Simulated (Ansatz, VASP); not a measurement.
## One calculation of InSb, two programs

Contents of INCAR:

```
ALGO = Normal
EDIFF = 1E-6
ENCUT = 520
GGA = PE
ISIF = 2
ISMEAR = 0
LASPH = True
LCHARG = False
LREAL = False
LWAVE = False
NBANDS = 16
NELM = 60
PREC = Accurate
SIGMA = 0.5
```

The input KPOINTS:

```
k-points
0
Gamma
  14 14 8
```

Contents of POSCAR:

```
InSb
1.0
    3.0766560000      0.0000000000      0.0000000000
    0.0000000000      3.0766560000      0.0000000000
    0.0000000000      0.0000000000      6.2154700000
In Sb
1 1
Direct
    0.0000000000      0.0000000000      0.0000000000
    0.0000000000      0.0000000000      0.5000000000
```

Input for Ansatz:

```yaml
crystal:
  lattice:
    - [3.076656, 0.0, 0.0]
    - [0.0, 3.076656, 0.0]
    - [0.0, 0.0, 6.21547]
  atoms:
    - { symbol: In, position: [0.0, 0.0, 0.0] }
    - { symbol: Sb, position: [0.0, 0.0, 0.5] }
basis:
  ecutwfc: 420
kpoints:
  mp_grid: { grid: [14, 14, 8] }
hamiltonian:
  xc: pbe
scf:
  occupations: { method: gaussian, width: 0.5 }
output:
  forces: true
  stress: true
  eigenvalues: true
```

Alike in both runs: task single point; functional PBE; k mesh 14 × 14 × 8; occupations gaussian, width 0.5 eV; no spin polarisation.

```csv
,VASP,Ansatz
version,VASP 6.6.1,Ansatz 0.2.0
potentials or method,"VASP PAW PBE potentials, release 64 (In_d, Sb), cutoff 520 eV","scalar-relativistic, plane waves, PAW"
valence electrons in the cell,18,28
```

|  | VASP | Ansatz | Ansatz less VASP |
| --- | --- | --- | --- |
| gap on the k mesh at the Fermi level (eV) | none | none | - |
| pressure (GPa) | 0.7 | 0.7 | +0.03 |
| traceless stress, the component that is largest in VASP (GPa) | -0.29 | -0.28 | +0.003 |

A gap of «none» marks a metal or a gap that the smearing closes. VASP's potentials hold 18 valence electrons a cell and Ansatz's 28, so a difference there can come from the potentials and not from the codes.

Spin-orbit coupling is off throughout.
